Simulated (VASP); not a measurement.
# Mg (P-1) in VASP: further runs

The runs below take Mg through single point, with PBEsol.

All numbers are computed with VASP 6.6.1; they aren't measurements. Logs are shortened: lines on timing, memory, paths and dates and some standing lists are left out, and cuts for length are marked.

### Step 1. The cell of the first run

The typed cell holds 2 atoms: a = 3.209 Å, b = 3.209 Å, c = 5.210 Å, α = 90.00°, β = 90.00°, γ = 120.00°.

### Step 2. Single point, PBEsol (atom 1 (Mg) moved by (-0.300, -0.300) A along [1 1 0] and z)

Contents of INCAR:

```
  PREC = Accurate
  ENCUT = 520
  EDIFF = 1E-6
  ISMEAR = 0
  SIGMA = 0.15
  LREAL = F
  LASPH = T
  NELM = 80
  ALGO = Fast
  ISIF = 2
  LWAVE = F
  LCHARG = F
  GGA = PS
  NBANDS = 9
```

Contents of KPOINTS:

```
regular mesh
0
Gamma
  18 18 10
```

Contents of POSCAR:

```
Mg
1.0
    3.2092715325      0.0000000000      0.0000000000
   -1.6046357662      2.7793106748      0.0000000000
    0.0000000000      0.0000000000      5.2103300000
Mg
2
Direct
    0.2290708806      0.5903412539      0.1924220731
    0.6666666667      0.3333333333      0.7500000000
```

Potentials or basis: VASP PAW PBE potentials, release 64 (Mg).

Launch:

```bash
$ cat potpaw_PBE.64/Mg/POTCAR > POTCAR
$ mpirun -np 1 vasp_std > vasp.out
```

OUTCAR:

```text
PREC = Accurate
   ENCUT = 520
   EDIFF = 1E-6
   ISMEAR = 0
   LREAL = F
   LASPH = T
   NELM = 80
   ISIF = 2
   GGA = PS

 ion  position               nearest neighbor table
   1  0.229  0.590  0.192-   2 2.79   2 3.02   2 3.10   2 3.30   2 3.50   2 3.57
   2  0.667  0.333  0.750-   1 2.79   1 3.02   1 3.10   1 3.30   1 3.50   1 3.57

  LATTYP: Found a hexagonal cell.
 ALAT       =     3.2092715325
 C/A-ratio  =     1.6235242008

  Lattice vectors:

 A1 = (   3.2092715325,   0.0000000000,   0.0000000000)
 A2 = (  -1.6046357662,   2.7793106748,   0.0000000000)
 A3 = (   0.0000000000,   0.0000000000,   5.2103300000)

Analysis of symmetry for initial positions (statically):
=====================================================================
 Subroutine PRICEL returns:
 Original cell was already a primitive cell.

 Routine SETGRP: Setting up the symmetry group for a
 hexagonal supercell.

 Subroutine GETGRP returns: Found  2 space group operations
 (whereof  1 operations were pure point group operations)
 out of a pool of 24 trial point group operations.

The static configuration has the point symmetry C_1 .
 The point group associated with its full space group is S_2 .

Analysis of symmetry for dynamics (positions and initial velocities):
=====================================================================
 Subroutine PRICEL returns:
 Original cell was already a primitive cell.

 Routine SETGRP: Setting up the symmetry group for a
 hexagonal supercell.

 Subroutine GETGRP returns: Found  2 space group operations
 (whereof  1 operations were pure point group operations)
 out of a pool of 24 trial point group operations.

The dynamic configuration has the point symmetry C_1 .
 The point group associated with its full space group is S_2 .

 Subroutine INISYM returns: Found  2 space group operations
 (whereof  1 operations are pure point group operations),
 and found     1 'primitive' translations

----------------------------------------------------------------------------------------

                                     Primitive cell

  volume of cell :      46.4739

  direct lattice vectors                    reciprocal lattice vectors
     3.209271532  0.000000000  0.000000000     0.311597193  0.179900723  0.000000000
    -1.604635766  2.779310675  0.000000000     0.000000000  0.359801446  0.000000000
     0.000000000  0.000000000  5.210330000     0.000000000  0.000000000  0.191926423

  length of vectors
     3.209271532  3.209271532  5.210330000     0.359801446  0.359801446  0.191926423

  position of ions in fractional coordinates (direct lattice)
     0.229070881  0.590341254  0.192422073
     0.666666667  0.333333333  0.750000000

  ion indices of the primitive-cell ions
   primitive index   ion index
                 1           1
                 2           2

----------------------------------------------------------------------------------------

 KPOINTS: regular mesh

Automatic generation of k-mesh.
 Grid dimensions read from file:
 generate k-points for:   18   18   10

 Generating k-lattice:

  Cartesian coordinates                     Fractional coordinates (reciprocal lattice)
     0.017310955  0.009994485  0.000000000     0.055555556  0.000000000  0.000000000
     0.000000000  0.019988969  0.000000000     0.000000000  0.055555556  0.000000000
     0.000000000  0.000000000  0.019192642     0.000000000  0.000000000  0.100000000

  Length of vectors
     0.019988969  0.019988969  0.019192642

  Shift w.r.t. Gamma in fractional coordinates (k-lattice)
     0.000000000  0.000000000  0.000000000

 Subroutine IBZKPT returns following result:
 ===========================================

 Found   1624 irreducible k-points:

 Following reciprocal coordinates:
            Coordinates               Weight
  0.000000  0.000000  0.000000      1.000000
  0.055556  0.000000  0.000000      2.000000
  0.000000  0.055556  0.000000      2.000000
 -0.055556  0.055556  0.000000      2.000000
  0.111111  0.000000  0.000000      2.000000
  0.000000  0.111111  0.000000      2.000000
[... 16 lines left out ...]
  0.444444  0.000000  0.000000      2.000000
  0.000000  0.444444  0.000000      2.000000
 [... further k-points ...]
   k-points           NKPTS =   1624   k-points in BZ     NKDIM =   1624   number of bands    NBANDS=      9
   number of dos      NEDOS =    301   number of ions     NIONS =      2
   total plane-waves  NPLWV =  23040
   dimension x,y,z NGX =    24 NGY =   24 NGZ =   40
   dimension x,y,z NGXF=    48 NGYF=   48 NGZF=   80
   ions per type =               2
   NGX,Y,Z   is equivalent  to a cutoff of  12.43, 12.43, 12.76 a.u.
   NGXF,Y,Z  is equivalent  to a cutoff of  24.86, 24.86, 25.53 a.u.
 SYSTEM =  unknown system
   PREC   = accura    normal or accurate (medium, high low for compatibility)
   ISTART =      0    job   : 0-new  1-cont  2-samecut
   ICHARG =      2    charge: 1-file 2-atom 10-const
   ISPIN  =      1    spin polarized calculation?
   LNONCOLLINEAR =      F non collinear calculations
   LSORBIT =      F    spin-orbit coupling
   LASPH  =      T    aspherical Exc in radial PAW
   ENCUT  =  520.0 eV  38.22 Ry    6.18 a.u.   5.97  5.97  9.69*2*pi/ulx,y,z
   NELM   =     80;   NELMIN=  2; NELMDL= -5     # of ELM steps
   EDIFF  = 0.1E-05   stopping-criterion for ELM
   LREAL  =      F    real-space projection
   EDIFFG = 0.1E-04   stopping-criterion for IOM
   NSW    =      0    number of steps for IOM
   IBRION =     -1    ionic relax: 0-MD 1-quasi-New 2-CG
   NFREE  =      0    steps in history (QN), initial steepest desc. (CG)
   ISIF   =      2    stress and relaxation
   ISYM   =      2    0-nonsym 1-usesym 2-fastsym
   POTIM  = 0.5000    time-step for ionic-motion
   TEBEG  =    0.0;   TEEND  =   0.0 temperature during run
   PSTRESS=    0.0 pullay stress
   NELECT =       4.0000    total number of electrons
   NUPDOWN=      -1.0000    fix difference up-down
   EMIN   =  10.00;   EMAX   =-10.00  energy-range for DOS
   EFERMI =   0.00;   METHOD = LEGACY
   ISMEAR =     0;   SIGMA  =   0.15  broadening in eV -4-tet -1-fermi 0-gaus
   EFERMI_NEDOS =   21; number of points for ismear=-14 and -15
   IALGO  =     68    algorithm
   IMIX   =      4    mixing-type and parameters
     AMIX     =   0.40;   BMIX     =  1.00
     AMIX_MAG =   1.60;   BMIX_MAG =  1.00
  volume/ion in A,a.u.               =      23.24       156.81
  Fermi-wavevector in a.u.,A,eV,Ry     =   0.722812  1.365916  7.108458  0.522457
  Thomas-Fermi vector in A             =   1.812869
   LORBIT       =      0    0 simple, 1 ext, 2 COOP (PROOUT), +10 PAW based schemes
   GGA     = PS    functional components
   LHFCALC =     F    Hartree Fock is set to
   AEXX    =    0.0000 exact exchange contribution
   IVDW    =     0    specifies the selected vdW correction
   LEPSILON=     F    determine dielectric tensor
   LRPA    =     F    only Hartree local field effects (RPA)
 non-spin polarized calculation
 RMM-DIIS sequential band-by-band and
 Gauss-broadening in eV      SIGMA  =   0.15
  energy-cutoff  :      520.00
  volume of cell :       46.47
 maximum number of plane-waves:      1276
   NGX = 11   NGY = 11   NGZ = 19

 number of electron       4.0000000 magnetization

 Free energy of the ion-electron system (eV)
  ---------------------------------------------------
  ext. energy  EPLUGINS =         0.00000000
  ---------------------------------------------------
  free energy    TOTEN  =        -3.28450569 eV

  energy without entropy =       -3.27458543  energy(sigma->0) =       -3.27954556

 E-fermi :   2.5132     XC(G=0):  -8.4768

 val. band max:        2.5129032902   @ k =  -0.4444  -0.2778   0.3000
 cond. band min:       2.5139259715   @ k =   0.4444   0.1111   0.5000
 fundamental gap:      0.0010226813
 Fermi energy:         2.5131517814

 k-point     1 :       0.0000    0.0000    0.0000
  band No.  band energies     occupation
      1      -4.4043      2.00000
      2       0.9316      2.00000
      3       1.2757      2.00000
      4      13.2390      0.00000
      5      13.2761      0.00000
      6      13.3193      0.00000
      7      13.3376      0.00000
      8      14.4418      0.00000
      9      15.1213      0.00000

 k-point     2 :       0.0556    0.0000    0.0000
  band No.  band energies     occupation
      1      -4.3441      2.00000
      2       0.9867      2.00000
      3       1.3340      2.00000
      4      11.9242      0.00000
      5      12.4494      0.00000
      6      13.0816      0.00000
      7      14.2315      0.00000
      8      15.1392      0.00000
      9      15.7301      0.00000

 k-point     3 :       0.0000    0.0556    0.0000
  band No.  band energies     occupation
      1      -4.3441      2.00000
      2       0.9868      2.00000
      3       1.3344      2.00000
      4      11.8020      0.00000
      5      12.4636      0.00000
      6      13.2640      0.00000
      7      14.2305      0.00000
      8      14.9836      0.00000
      9      15.7905      0.00000

 k-point     4 :      -0.0556    0.0556    0.0000
  band No.  band energies     occupation
      1      -4.3441      2.00000
      2       0.9867      2.00000
      3       1.3343      2.00000
      4      11.8352      0.00000
      5      12.4753      0.00000
      6      13.1860      0.00000
      7      14.2358      0.00000
      8      15.0290      0.00000
      9      15.7673      0.00000
[... 205 lines left out ...]
 k-point    22 :      -0.3889    0.3889    0.0000
  band No.  band energies     occupation
      1      -1.4985      2.00000
      2       2.5146      0.98933
      3       3.6339      0.00000
      4       4.3134      0.00000
      5       7.6623      0.00000
      6       7.9451      0.00000
      7       9.4743      0.00000
      8      10.9052      0.00000
      9      14.0921      0.00000

 k-point    23 :       0.4444    0.0000    0.0000
  band No.  band energies     occupation
      1      -0.6311      2.00000
      2       1.3942      2.00000
      3       4.4647      0.00000
      4       5.1246      0.00000
      5       6.4699      0.00000
      6       6.9928      0.00000
      7       9.2936      0.00000
      8      10.4615      0.00000
      9      13.8569      0.00000

 k-point    24 :       0.0000    0.4444    0.0000
  band No.  band energies     occupation
      1      -0.6262      2.00000
      2       1.4208      2.00000
      3       4.4474      0.00000
      4       4.9834      0.00000
      5       6.5308      0.00000
      6       6.9234      0.00000
      7       9.2926      0.00000
      8      10.8181      0.00000
      9      13.8408      0.00000

 [... further k-points ...]
[... 5 lines left out ...]
  --------------------------------------------------------------------------------------
  -------------------------------------------------------------------------------------
  Total        0.0790582     -0.3390970      0.4793599      0.1866202      0.2321670      0.3403041
  in kB        2.7255174    -11.6903019     16.5258367      6.4336940      8.0039122     11.7319159
  external PRESSURE =       2.5203508 kB  Pullay stress =       0.0000000 kB

 VOLUME and BASIS-vectors are now :
 -----------------------------------------------------------------------------
  energy-cutoff  :      520.00
  volume of cell :       46.47
      direct lattice vectors                 reciprocal lattice vectors
     3.209271532  0.000000000  0.000000000     0.311597193  0.179900723  0.000000000
    -1.604635766  2.779310675  0.000000000     0.000000000  0.359801446  0.000000000
     0.000000000  0.000000000  5.210330000     0.000000000  0.000000000  0.191926423

 POSITION                                       TOTAL-FORCE (eV/Angst)
 -----------------------------------------------------------------------------------
     -0.21213      1.64074      1.00258         0.254078      0.174043      0.879045
      1.60464      0.92644      3.90775        -0.254078     -0.174043     -0.879045
 -----------------------------------------------------------------------------------
    total drift:                                0.000000     -0.000000     -0.000001

  FREE ENERGIE OF THE ION-ELECTRON SYSTEM (eV)
  ---------------------------------------------------
  free  energy   TOTEN  =        -3.2845056908 eV

  energy  without entropy=       -3.2745854270  energy(sigma->0) =       -3.27954556
```

Wall time 9.9 min (1 thread of Oxide Virtual Turin-like, shared host); peak memory 0.67 GiB.

What came out:

| Item | Value |
| --- | --- |
| Free energy | -3.2845 eV |
| Pressure | 0.3 GPa |
| Largest force | 0.931 eV/Å |
| Band gap on the k mesh | zero (band 2 reaches 3.58 eV, above the bottom of band 3 at 1.28 eV) |

Forces in eV/Å, atoms in the order of the input:
```
Mg   0.254  0.174  0.879
Mg  -0.254 -0.174 -0.879
```

Caveat: the cell differs from its parent crystal (atom 1 (Mg) moved by (-0.300, -0.300) A along [1 1 0] and z); the PAW data sets were made with another functional, which shifts forces and pressure a little.

### Step 3. Single point, PBEsol (atom 1 (Mg) moved by (+0.300, -0.300) A along [1 1 0] and z)

Contents of INCAR:

```
SYSTEM = Mg
PREC = Accurate ; ENCUT = 520
EDIFF = 1E-7 ; ISMEAR = 0
SIGMA = 0.15 ; LREAL = .False.
LASPH = .True. ; NELM = 80
ALGO = Fast ; ISIF = 2
LWAVE = .False. ; LCHARG = .True.
GGA = PS ; LELF = .True.
LVHAR = .True. ; NBANDS = 9
```

Contents of KPOINTS:

```
regular mesh
0
Gamma
  18 18 10
  0 0 0
```

Edit POSCAR of step 2 so:

```diff
@@ -8,3 +8,3 @@
 Direct
-    0.2290708806      0.5903412539      0.1924220731
+    0.4375957861      0.7429920794      0.1924220731
     0.6666666667      0.3333333333      0.7500000000
```

Potentials or basis: VASP PAW PBE potentials, release 64 (Mg).

Launch:

```bash
$ cat potpaw_PBE.64/Mg/POTCAR > POTCAR
$ mpirun -np 1 vasp_std > vasp.out
```

Run time: 7.8 min. Hardware: 1 thread of Oxide Virtual Turin-like, shared host; peak memory 0.67 GiB.

It converged, with:

- Free energy: -3.2958 eV
- Pressure: 0.2 GPa
- Largest force: 0.884 eV/Å
- Band gap on the k mesh: zero (band 2 reaches 3.58 eV, above the bottom of band 3 at 1.27 eV)

Forces on the atoms (eV/Å):
```
Mg  -0.096 -0.175  0.861
Mg   0.096  0.175 -0.861
```

Stress tensor (GPa, compression positive):
```
-1.14 -0.79 -0.43
-0.79  0.29 -0.81
-0.43 -0.81  1.43
```

Levels at points of the mesh, in eV from the Fermi level:
| k point | band 1 | band 2 | band 3 | band 4 | band 5 |
| --- | --- | --- | --- | --- | --- |
| (0.00, 0.00, 0.00) | -6.92 | -1.58 | -1.24 | 10.70 | 10.75 |
| (0.50, 0.00, 0.00) | -2.17 | -2.16 | 2.62 | 3.08 | 3.22 |
| (0.00, 0.50, 0.00) | -2.18 | -2.17 | 2.81 | 2.96 | 3.43 |
| (0.50, 0.50, 0.00) | -2.18 | -2.17 | 2.74 | 3.04 | 3.32 |
| (0.00, 0.00, 0.50) | -5.92 | -5.05 | 4.87 | 5.13 | 11.32 |
| (0.50, 0.00, 0.50) | -1.31 | -1.24 | -0.27 | -0.25 | 7.42 |
| (0.00, 0.50, 0.50) | -1.35 | -1.32 | -0.18 | -0.17 | 7.45 |
| (0.50, 0.50, 0.50) | -1.34 | -1.30 | -0.20 | -0.19 | 7.43 |

Caveat: the cell differs from its parent crystal (atom 1 (Mg) moved by (+0.300, -0.300) A along [1 1 0] and z); the PAW data sets were made with another functional, which shifts forces and pressure a little.

### Step 4. Single point, PBEsol (atom 1 (Mg) moved by (-0.300, -0.150) A along [1 1 0] and z)

Contents of INCAR:

```
  PREC = Accurate
  ENCUT = 520
  EDIFF = 1E-6
  ISMEAR = 0
  SIGMA = 0.15
  LREAL = False
  LASPH = True
  NELM = 80
  ALGO = Fast
  ISIF = 2
  LWAVE = False
  LCHARG = False
  GGA = PS
  NBANDS = 9
```

Contents of KPOINTS:

```
Automatic mesh
0
Gamma
  18 18 10
```

Edit POSCAR of step 3 so:

```diff
@@ -8,3 +8,3 @@
 Direct
-    0.4375957861      0.7429920794      0.1924220731
+    0.2290708806      0.5903412539      0.2212110365
     0.6666666667      0.3333333333      0.7500000000
```

Potentials or basis: VASP PAW PBE potentials, release 64 (Mg).

Launch:

```bash
$ cat potpaw_PBE.64/Mg/POTCAR > POTCAR
$ mpirun -np 1 vasp_std > vasp.out
```

OUTCAR:

```text
PREC = Accurate
   ENCUT = 520
   EDIFF = 1E-6
   ISMEAR = 0
   LREAL = False
   LASPH = True
   NELM = 80
   ISIF = 2
   GGA = PS

 ion  position               nearest neighbor table
   1  0.229  0.590  0.221-   2 2.91   2 3.14   2 3.17   2 3.22   2 3.38   2 3.45
   2  0.667  0.333  0.750-   1 2.91   1 3.14   1 3.17   1 3.22   1 3.38   1 3.45

  LATTYP: Found a hexagonal cell.
 ALAT       =     3.2092715325
 C/A-ratio  =     1.6235242008

  Lattice vectors:

 A1 = (   3.2092715325,   0.0000000000,   0.0000000000)
[... 467 lines left out ...]
      3       4.3917      0.00000
      4       4.9975      0.00000
      5       6.4770      0.00000
      6       6.9567      0.00000
      7       9.3714      0.00000
      8      10.8746      0.00000
      9      13.7838      0.00000

 [... further k-points ...]
[... 5 lines left out ...]
  --------------------------------------------------------------------------------------
  -------------------------------------------------------------------------------------
  Total       -0.1281040     -0.4519983      0.0123879      0.1448095      0.1115573      0.1633207
  in kB       -4.4163606    -15.5825524      0.4270713      4.9922794      3.8459149      5.6304497
  external PRESSURE =      -6.5239472 kB  Pullay stress =       0.0000000 kB

 VOLUME and BASIS-vectors are now :
 -----------------------------------------------------------------------------
  energy-cutoff  :      520.00
  volume of cell :       46.47
      direct lattice vectors                 reciprocal lattice vectors
     3.209271532  0.000000000  0.000000000     0.311597193  0.179900723  0.000000000
    -1.604635766  2.779310675  0.000000000     0.000000000  0.359801446  0.000000000
     0.000000000  0.000000000  5.210330000     0.000000000  0.000000000  0.191926423

 POSITION                                       TOTAL-FORCE (eV/Angst)
 -----------------------------------------------------------------------------------
     -0.21213      1.64074      1.15258         0.210671      0.144649      0.420594
      1.60464      0.92644      3.90775        -0.210671     -0.144649     -0.420594
 -----------------------------------------------------------------------------------
    total drift:                                0.000000     -0.000000     -0.000001

  FREE ENERGIE OF THE ION-ELECTRON SYSTEM (eV)
  ---------------------------------------------------
  free  energy   TOTEN  =        -3.3812761623 eV

  energy  without entropy=       -3.3710829736  energy(sigma->0) =       -3.37617957
```

OSZICAR:

```text
N       E                     dE             d eps       ncg     rms          rms(c)
DAV:   1    -0.765078983034E+00   -0.76508E+00   -0.12709E+03 29232   0.312E+02
DAV:   2    -0.336660652698E+01   -0.26015E+01   -0.25182E+01 38933   0.269E+01
DAV:   3    -0.340685914265E+01   -0.40253E-01   -0.39967E-01 37081   0.273E+00
DAV:   4    -0.340698513325E+01   -0.12599E-03   -0.12598E-03 37246   0.151E-01
DAV:   5    -0.340698572618E+01   -0.59293E-06   -0.59269E-06 36019   0.100E-02    0.985E-01
RMM:   6    -0.339154972376E+01    0.15436E-01   -0.12481E-03 29899   0.177E-01    0.618E-01
RMM:   7    -0.338189483666E+01    0.96549E-02   -0.22147E-03 31109   0.280E-01    0.977E-02
RMM:   8    -0.338127426319E+01    0.62057E-03   -0.22458E-04 31800   0.999E-02    0.129E-02
RMM:   9    -0.338127483469E+01   -0.57149E-06   -0.13349E-05 33934   0.239E-02    0.523E-03
RMM:  10    -0.338127619084E+01   -0.13561E-05   -0.15122E-06 33153   0.749E-03    0.317E-04
RMM:  11    -0.338127616228E+01    0.28556E-07   -0.23622E-07 24560   0.295E-03
   1 F= -.33812762E+01 E0= -.33761796E+01  d E =-.101932E-01
```

It took 5.5 min on 1 thread of Oxide Virtual Turin-like, shared host; peak memory 0.67 GiB.

Results:

```
Free energy            : -3.3813 eV
Pressure               : -0.7 GPa
Largest force          : 0.492 eV/Å
Band gap on the k mesh : zero (band 2 reaches 3.53 eV, above the bottom of band 3 at 1.29 eV)
```

Forces on the atoms (eV/Å):
```
Mg   0.211  0.145  0.421
Mg  -0.211 -0.145 -0.421
```

Caveat: the cell differs from its parent crystal (atom 1 (Mg) moved by (-0.300, -0.150) A along [1 1 0] and z); the PAW data sets were made with another functional, which shifts forces and pressure a little.
